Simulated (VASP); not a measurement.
A run of VASP 6.6.1 is set up as follows.

File INCAR:

```
SYSTEM = HfB
PREC = Accurate
ENCUT = 600
EDIFF = 1E-7
ISMEAR = 0
SIGMA = 0.1
LREAL = .False.
LASPH = .True.
NELM = 80
ALGO = Normal
ISIF = 3
LWAVE = .False.
LCHARG = .False.
GGA = PE
IBRION = 2
NSW = 100
EDIFFG = -0.01
```

Contents of KPOINTS:

```
regular mesh
0
Gamma
  20 20 20
  0 0 0
```

File POSCAR:

```
HfB
1.0
    0.0000000000      2.4174550554      2.4174550554
    2.4174550554      0.0000000000      2.4174550554
    2.4174550554      2.4174550554      0.0000000000
Hf B
1 1
Direct
    0.5000000000      0.5000000000      0.5000000000
    0.0000000000      0.0000000000      0.0000000000
```

Potentials or basis: VASP PAW PBE potentials, release 64 (Hf_pv, B).

Run with:

```sh
$ cat potpaw_PBE.64/Hf_pv/POTCAR potpaw_PBE.64/B/POTCAR > POTCAR
$ mpirun -np 1 vasp_std > vasp.out
```

**Question.** Predict the band gap on the k mesh.

**Answer.** Zero (an odd number of electrons rules out a gap without spin polarisation).

Final structure:
```
CELL_PARAMETERS angstrom
0.00000 2.41746 2.41746
2.41746 0.00000 2.41746
2.41746 2.41746 0.00000
ATOMIC_POSITIONS crystal
Hf 0.50000 0.50000 0.50000
B 0.00000 0.00000 0.00000
```

Caveat: the relaxation stopped at its first step, so nothing moved; spin-orbit coupling is left out, which moves the levels of the heavy elements.
